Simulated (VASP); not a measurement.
A run of VASP 6.6.1 is set up as follows.

File INCAR:

```
SYSTEM = Nb
PREC     = Accurate       ! precision mode
ENCUT    = 520            ! plane-wave cutoff, eV
EDIFF    = 1E-6           ! SCF threshold, eV
ISMEAR   = -1             ! smearing method
SIGMA    = 0.1            ! smearing width, eV
LREAL    = .FALSE.        ! projectors in reciprocal space
LASPH    = .TRUE.         ! aspherical terms in the spheres
NELM     = 60             ! most SCF steps
ALGO     = Normal         ! electronic algorithm
ISIF     = 2              ! what is computed and relaxed
LWAVE    = .FALSE.        ! write WAVECAR
LCHARG   = .FALSE.        ! write CHGCAR
GGA      = PS             ! functional
NBANDS   = 12             ! bands
```

File KPOINTS:

```
regular mesh
0
G
  16 16 16
  0 0 0
```

Contents of POSCAR:

```
Nb
1.0
   -1.5912365837      1.5912365837      1.5912365837
    1.5912365837     -1.5912365837      1.5912365837
    1.5912365837      1.5912365837     -1.5912365837
Nb
1
Direct
    0.0000000000      0.0000000000      0.0000000000
```

Potentials or basis: VASP PAW PBE potentials, release 64 (Nb_sv).

Run with:

```console
$ cat potpaw_PBE.64/Nb_sv/POTCAR > POTCAR
$ mpirun -np 1 vasp_std > vasp.out
```

Predict the pressure.

17.5 GPa.

Caveat: the PAW data sets were made with another functional, which shifts forces and pressure a little.
